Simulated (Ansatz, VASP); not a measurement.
Ir in VASP and in Ansatz

The input INCAR:

```
PREC = Accurate
ENCUT = 560
EDIFF = 1E-6
ISMEAR = 0
SIGMA = 0.1
LREAL = False
LASPH = True
NELM = 120
ALGO = Normal
ISIF = 2
LWAVE = False
LCHARG = True
GGA = PS
LELF = True
LVHAR = True
NBANDS = 78
GGA_COMPAT = False
```

The input KPOINTS:

```
regular mesh
0
Gamma
  4 4 4
```

POSCAR

```
Ir
1.0
    4.8773957365      0.0000000000      0.0000000000
    0.0000000000      4.8773957365      0.0000000000
    0.0000000000      0.0000000000      4.8773957365
Ir
8
Direct
    0.5000000000      0.5000000000      0.5000000000
    0.0000000000      0.0000000000      0.0000000000
    0.2500000000      0.0000000000      0.5000000000
    0.5000000000      0.2500000000      0.0000000000
    0.5000000000      0.7500000000      0.0000000000
    0.7500000000      0.0000000000      0.5000000000
    0.0000000000      0.5000000000      0.7500000000
    0.0000000000      0.5000000000      0.2500000000
```

Input for Ansatz:

```yaml
crystal:
  lattice:
    - [4.8773957365, 0.0, 0.0]
    - [0.0, 4.8773957365, 0.0]
    - [0.0, 0.0, 4.8773957365]
  atoms:
    - { symbol: Ir, position: [0.5, 0.5, 0.5] }
    - { symbol: Ir, position: [0.0, 0.0, 0.0] }
    - { symbol: Ir, position: [0.25, 0.0, 0.5] }
    - { symbol: Ir, position: [0.5, 0.25, 0.0] }
    - { symbol: Ir, position: [0.5, 0.75, 0.0] }
    - { symbol: Ir, position: [0.75, 0.0, 0.5] }
    - { symbol: Ir, position: [0.0, 0.5, 0.75] }
    - { symbol: Ir, position: [0.0, 0.5, 0.25] }
basis:
  ecutwfc: 420
kpoints:
  mp_grid: { grid: [4, 4, 4] }
hamiltonian:
  xc: pbesol
scf:
  occupations: { method: gaussian, width: 0.1 }
  lower_state_search: "off"
output:
  forces: true
  stress: true
  eigenvalues: true
```

Alike in both runs: task single point; functional PBEsol; k mesh 4 × 4 × 4; occupations gaussian, width 0.1 eV; no spin polarisation.

```csv
,VASP,Ansatz
version,VASP 6.6.1,Ansatz 0.2.0
potentials or method,"VASP PAW PBE potentials, release 64 (Ir_sv_GW), cutoff 560 eV","scalar-relativistic, plane waves, PAW"
valence electrons in the cell,136,136
```

|  | VASP | Ansatz | Ansatz less VASP |
| --- | --- | --- | --- |
| gap on the k mesh at the Fermi level (eV) | none | none | - |
| pressure (GPa) | 1.3 | 3.1 | +1.79 |

VASP's potentials were made for PBE, not for PBEsol. A gap of «none» marks a metal or a gap that the smearing closes.

Spin-orbit coupling is off throughout.
